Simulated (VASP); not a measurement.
# WSe2 in VASP: further runs

WSe2 is run at these levels: PBEsol; tasks: single point, relaxation of the atoms.

Program: VASP 6.6.1. These are calculated values, not measurements. Logs are shortened: lines on timing, memory, paths and dates and some standing lists are left out, and cuts for length are marked.

**1. The cell of the first run**

The cell holds a sheet with vacuum, 3 atoms: a = 3.282 Å, b = 3.282 Å, c = 30.482 Å, α = 90.00°, β = 90.00°, γ = 120.00°.

**2. Single point, PBEsol**

INCAR

```
SYSTEM = WSe2
ALGO     = Normal         ! electronic algorithm
DIPOL    = 0.5 0.5 0.350
EDIFF    = 1E-6           ! SCF threshold, eV
ENCUT    = 520            ! plane-wave cutoff, eV
GGA      = PS             ! functional
IDIPOL   = 3            
ISIF     = 2              ! what is computed and relaxed
ISMEAR   = 0              ! smearing method
LASPH    = .True.         ! aspherical terms in the spheres
LCHARG   = .False.        ! write CHGCAR
LDIPOL   = .True.       
LREAL    = .False.        ! projectors in reciprocal space
LWAVE    = .False.        ! write WAVECAR
NBANDS   = 20             ! bands
NELM     = 60             ! most SCF steps
PREC     = Accurate       ! precision mode
SIGMA    = 0.02           ! smearing width, eV
```

KPOINTS

```
k-points
0
Gamma
  12 12 1
  0 0 0
```

POSCAR

```
WSe2
1.0
    3.2820000000      0.0000000000      0.0000000000
   -1.6410000000      2.8422953752      0.0000000000
    0.0000000000      0.0000000000     30.4820000032
Se W
2 1
Direct
    0.6666666667      0.3333333333      0.2953305735
    0.6666666667      0.3333333333      0.4047875290
    0.3333333333      0.6666666667      0.3500590512
```

Potentials or basis: VASP PAW PBE potentials, release 64 (Se, W_sv).

Run with:

```bash
cat potpaw_PBE.64/Se/POTCAR potpaw_PBE.64/W_sv/POTCAR > POTCAR
mpirun -np 1 vasp_std > vasp.out
```

OUTCAR:

```text
SYSTEM = WSe2
   EDIFF = 1E-6
   ENCUT = 520
   GGA = PS
   ISIF = 2
   ISMEAR = 0
   LASPH = .True.
   LREAL = .False.
   NELM = 60
   PREC = Accurate

 ion  position               nearest neighbor table
   1  0.667  0.333  0.295-   3 2.52   3 2.52   3 2.52
   2  0.667  0.333  0.405-   3 2.52   3 2.52   3 2.52
   3  0.333  0.667  0.350-   1 2.52   1 2.52   1 2.52   2 2.52   2 2.52   2 2.52

  LATTYP: Found a hexagonal cell.
 ALAT       =     3.2820000000
 C/A-ratio  =     9.2876294952

  Lattice vectors:

 A1 = (   3.2820000000,   0.0000000000,   0.0000000000)
 A2 = (  -1.6410000000,   2.8422953752,   0.0000000000)
 A3 = (   0.0000000000,   0.0000000000,  30.4820000032)

Analysis of symmetry for initial positions (statically):
=====================================================================
 Subroutine PRICEL returns:
 Original cell was already a primitive cell.

 Routine SETGRP: Setting up the symmetry group for a
 hexagonal supercell.

 Subroutine GETGRP returns: Found 12 space group operations
 (whereof  6 operations were pure point group operations)
 out of a pool of 24 trial point group operations.

The static configuration has the point symmetry C_3v.
 The point group associated with its full space group is D_3h.

Analysis of symmetry for dynamics (positions and initial velocities):
=====================================================================
 Subroutine PRICEL returns:
 Original cell was already a primitive cell.

 Routine SETGRP: Setting up the symmetry group for a
 hexagonal supercell.

 Subroutine GETGRP returns: Found 12 space group operations
 (whereof  6 operations were pure point group operations)
 out of a pool of 24 trial point group operations.

The dynamic configuration has the point symmetry C_3v.
 The point group associated with its full space group is D_3h.

 Subroutine INISYM returns: Found 12 space group operations
 (whereof  6 operations are pure point group operations),
 and found     1 'primitive' translations

----------------------------------------------------------------------------------------

                                     Primitive cell

  volume of cell :     284.3487

  direct lattice vectors                    reciprocal lattice vectors
     3.282000000  0.000000000  0.000000000     0.304692261  0.175914159  0.000000000
    -1.641000000  2.842295375  0.000000000     0.000000000  0.351828318  0.000000000
     0.000000000  0.000000000 30.482000003     0.000000000  0.000000000  0.032806246

  length of vectors
     3.282000000  3.282000000 30.482000003     0.351828318  0.351828318  0.032806246

  position of ions in fractional coordinates (direct lattice)
     0.666666667  0.333333333  0.295330574
     0.666666667  0.333333333  0.404787529
     0.333333333  0.666666667  0.350059051

  ion indices of the primitive-cell ions
   primitive index   ion index
                 1           1
                 2           2
                 3           3

----------------------------------------------------------------------------------------

 KPOINTS: k-points

Automatic generation of k-mesh.
 Grid dimensions read from file:
 generate k-points for:   12   12    1

 Generating k-lattice:

  Cartesian coordinates                     Fractional coordinates (reciprocal lattice)
     0.025391022  0.014659513  0.000000000     0.083333333 -0.000000000  0.000000000
     0.000000000  0.029319026  0.000000000     0.000000000  0.083333333  0.000000000
     0.000000000  0.000000000  0.032806246     0.000000000  0.000000000  1.000000000

  Length of vectors
     0.029319026  0.029319026  0.032806246

  Shift w.r.t. Gamma in fractional coordinates (k-lattice)
     0.000000000  0.000000000  0.000000000

 Subroutine IBZKPT returns following result:
 ===========================================

 Found     19 irreducible k-points:

 Following reciprocal coordinates:
            Coordinates               Weight
  0.000000  0.000000  0.000000      1.000000
  0.083333 -0.000000  0.000000      6.000000
  0.166667 -0.000000  0.000000      6.000000
  0.250000  0.000000  0.000000      6.000000
  0.333333 -0.000000  0.000000      6.000000
  0.416667 -0.000000  0.000000      6.000000
[... 11 lines left out ...]
  0.333333  0.250000  0.000000     12.000000
  0.333333  0.333333  0.000000      2.000000
   k-points           NKPTS =     19   k-points in BZ     NKDIM =     19   number of bands    NBANDS=     20
   number of dos      NEDOS =    301   number of ions     NIONS =      3
   total plane-waves  NPLWV = 138240
   dimension x,y,z NGX =    24 NGY =   24 NGZ =  240
   dimension x,y,z NGXF=    48 NGYF=   48 NGZF=  480
   ions per type =               2   1
   NGX,Y,Z   is equivalent  to a cutoff of  12.16, 12.16, 13.09 a.u.
   NGXF,Y,Z  is equivalent  to a cutoff of  24.31, 24.31, 26.18 a.u.
 SYSTEM =  WSe2
   PREC   = accura    normal or accurate (medium, high low for compatibility)
   ISTART =      0    job   : 0-new  1-cont  2-samecut
   ICHARG =      2    charge: 1-file 2-atom 10-const
   ISPIN  =      1    spin polarized calculation?
   LNONCOLLINEAR =      F non collinear calculations
   LSORBIT =      F    spin-orbit coupling
   LASPH  =      T    aspherical Exc in radial PAW
   ENCUT  =  520.0 eV  38.22 Ry    6.18 a.u.   6.10  6.10 56.68*2*pi/ulx,y,z
   NELM   =     60;   NELMIN=  2; NELMDL= -5     # of ELM steps
   EDIFF  = 0.1E-05   stopping-criterion for ELM
   LREAL  =      F    real-space projection
[... 7 lines left out ...]
   TEBEG  =    0.0;   TEEND  =   0.0 temperature during run
   PSTRESS=    0.0 pullay stress
   NELECT =      26.0000    total number of electrons
   NUPDOWN=      -1.0000    fix difference up-down
   EMIN   =  10.00;   EMAX   =-10.00  energy-range for DOS
   EFERMI =   0.00;   METHOD = LEGACY
   ISMEAR =     0;   SIGMA  =   0.02  broadening in eV -4-tet -1-fermi 0-gaus
   EFERMI_NEDOS =   21; number of points for ismear=-14 and -15
   IALGO  =     38    algorithm
   IMIX   =      4    mixing-type and parameters
     AMIX     =   0.40;   BMIX     =  1.00
     AMIX_MAG =   1.60;   BMIX_MAG =  1.00
  volume/ion in A,a.u.               =      94.78       639.63
  Fermi-wavevector in a.u.,A,eV,Ry     =   0.737534  1.393738  7.400981  0.543957
  Thomas-Fermi vector in A             =   1.831239
   LORBIT       =      0    0 simple, 1 ext, 2 COOP (PROOUT), +10 PAW based schemes
   GGA     = PS    functional components
   LHFCALC =     F    Hartree Fock is set to
   AEXX    =    0.0000 exact exchange contribution
   IVDW    =     0    specifies the selected vdW correction
   LEPSILON=     F    determine dielectric tensor
   LRPA    =     F    only Hartree local field effects (RPA)
 non-spin polarized calculation
 Gauss-broadening in eV      SIGMA  =   0.02
  energy-cutoff  :      520.00
  volume of cell :      284.35
 maximum number of plane-waves:      7728
   NGX = 13   NGY = 13   NGZ =113

 dipolmoment           0.000000      0.000000     -0.000000 electrons x Angstroem

 number of electron      25.9999997 magnetization

 dipolmoment           0.000000      0.000000      0.000000 electrons x Angstroem

 Free energy of the ion-electron system (eV)
  ---------------------------------------------------
  ext. energy  EPLUGINS =         0.00000000
  ---------------------------------------------------
  free energy    TOTEN  =       -23.23455668 eV

  energy without entropy =      -23.23455668  energy(sigma->0) =      -23.23455668

 E-fermi :  -2.6160     XC(G=0):  -2.6654

 val. band max:       -2.8083321493   @ k =   0.3333   0.3333   0.0000
 cond. band min:      -1.1676886845   @ k =   0.3333   0.3333   0.0000
 fundamental gap:      1.6406434648
 Fermi energy:        -2.6159750569

 k-point     1 :       0.0000    0.0000    0.0000
  band No.  band energies     occupation
      1     -76.7638      2.00000
      2     -41.0212      2.00000
      3     -40.8827      2.00000
      4     -40.8827      2.00000
      5     -17.6744      2.00000
      6     -16.3678      2.00000
[... 12 lines left out ...]
     19       2.0420      0.00000
     20       2.3400      0.00000

 k-point     2 :       0.0833   -0.0000    0.0000
  band No.  band energies     occupation
      1     -76.7631      2.00000
      2     -41.0180      2.00000
      3     -40.8991      2.00000
      4     -40.8865      2.00000
      5     -17.5675      2.00000
      6     -16.3148      2.00000
[... 12 lines left out ...]
     19       2.1804      0.00000
     20       2.5064      0.00000

 k-point     3 :       0.1667   -0.0000    0.0000
  band No.  band energies     occupation
      1     -76.7611      2.00000
      2     -41.0094      2.00000
      3     -40.9438      2.00000
      4     -40.8970      2.00000
      5     -17.2610      2.00000
      6     -16.1632      2.00000
[... 12 lines left out ...]
     19       2.5728      0.00000
     20       2.9125      0.00000

 k-point     4 :       0.2500    0.0000    0.0000
  band No.  band energies     occupation
      1     -76.7584      2.00000
      2     -41.0042      2.00000
      3     -40.9977      2.00000
      4     -40.9113      2.00000
      5     -16.7995      2.00000
      6     -15.9374      2.00000
[... 12 lines left out ...]
     19       3.1844      0.00000
     20       3.5422      0.00000

 k-point     5 :       0.3333   -0.0000    0.0000
  band No.  band energies     occupation
      1     -76.7557      2.00000
      2     -41.0639      2.00000
      3     -40.9859      2.00000
      4     -40.9255      2.00000
      5     -16.2677      2.00000
      6     -15.6840      2.00000
[... 12 lines left out ...]
     19       3.8575      0.00000
     20       3.8886      0.00000
[... 238 lines left out ...]
      6     -15.3117      2.00000
[... 12 lines left out ...]
     19       5.2245      0.00000
     20       5.5513      0.00000

 k-point    17 :       0.2500    0.2500    0.0000
  band No.  band energies     occupation
      1     -76.7530      2.00000
      2     -41.0788      2.00000
      3     -40.9850      2.00000
      4     -40.9741      2.00000
      5     -15.6625      2.00000
      6     -15.3855      2.00000
[... 12 lines left out ...]
     19       4.6471      0.00000
     20       5.0580      0.00000

 k-point    18 :       0.3333    0.2500    0.0000
  band No.  band energies     occupation
      1     -76.7520      2.00000
      2     -41.0818      2.00000
      3     -41.0091      2.00000
      4     -40.9697      2.00000
      5     -15.4084      2.00000
      6     -15.2626      2.00000
[... 12 lines left out ...]
     19       4.3326      0.00000
     20       5.6590      0.00000

 k-point    19 :       0.3333    0.3333    0.0000
  band No.  band energies     occupation
      1     -76.7517      2.00000
      2     -41.0632      2.00000
      3     -41.0378      2.00000
      4     -40.9682      2.00000
      5     -15.3167      2.00000
      6     -15.2141      2.00000
[... 12 lines left out ...]
     19       3.6872      0.00000
     20       5.9059      0.00000

------------------------ aborting loop because EDIFF is reached ----------------------------------------

 vacuum level on the upper side and lower side of the slab       (xc-potential included)        -0.008        -0.008

  FORCE on cell =-STRESS in cart. coord.  units (eV):
  Direction    XX          YY          ZZ          XY          YZ          ZX
  --------------------------------------------------------------------------------------
  -------------------------------------------------------------------------------------
  Total       -0.1770217     -0.1770217      0.1918698      0.0000000     -0.0000000      0.0000000
  in kB       -0.9974379     -0.9974379      1.0811001      0.0000000     -0.0000000      0.0000000
  external PRESSURE =      -0.3045919 kB  Pullay stress =       0.0000000 kB

 VOLUME and BASIS-vectors are now :
 -----------------------------------------------------------------------------
  energy-cutoff  :      520.00
  volume of cell :      284.35
      direct lattice vectors                 reciprocal lattice vectors
     3.282000000  0.000000000  0.000000000     0.304692261  0.175914159  0.000000000
    -1.641000000  2.842295375  0.000000000     0.000000000  0.351828318  0.000000000
     0.000000000  0.000000000 30.482000003     0.000000000  0.000000000  0.032806246

 POSITION                                       TOTAL-FORCE (eV/Angst)
 -----------------------------------------------------------------------------------
      1.64100      0.94743      9.00227         0.000000     -0.000000     -0.060779
      1.64100      0.94743     12.33873        -0.000000     -0.000000      0.060779
     -0.00000      1.89486     10.67050         0.000000      0.000000     -0.000000
 -----------------------------------------------------------------------------------
    total drift:                                0.000000     -0.000000     -0.000007

  FREE ENERGIE OF THE ION-ELECTRON SYSTEM (eV)
  ---------------------------------------------------
  free  energy   TOTEN  =       -23.2345566760 eV

  energy  without entropy=      -23.2345566760  energy(sigma->0) =      -23.23455668

 vacuum level on the upper side and lower side of the slab         2.340         2.340
```

Run time: 1.8 min. Hardware: 1 thread of Intel Xeon Platinum 8375C at 2.90GHz (Ice Lake), shared host; peak memory 0.41 GiB.

What came out:

| Item | Value |
| --- | --- |
| Free energy | -23.2346 eV |
| Largest force | 0.061 eV/Å |
| Band gap on the k mesh | 1.64 eV, direct |

Forces in eV/Å, atoms in the order of the input:
```
Se   0.000  0.000 -0.061
Se   0.000  0.000  0.061
W    0.000  0.000  0.000
```

Caveat: the PAW data sets were made with another functional, which shifts forces and pressure a little; spin-orbit coupling is left out, which moves the levels of the heavy elements.

(Continued in part 2 of 2.)
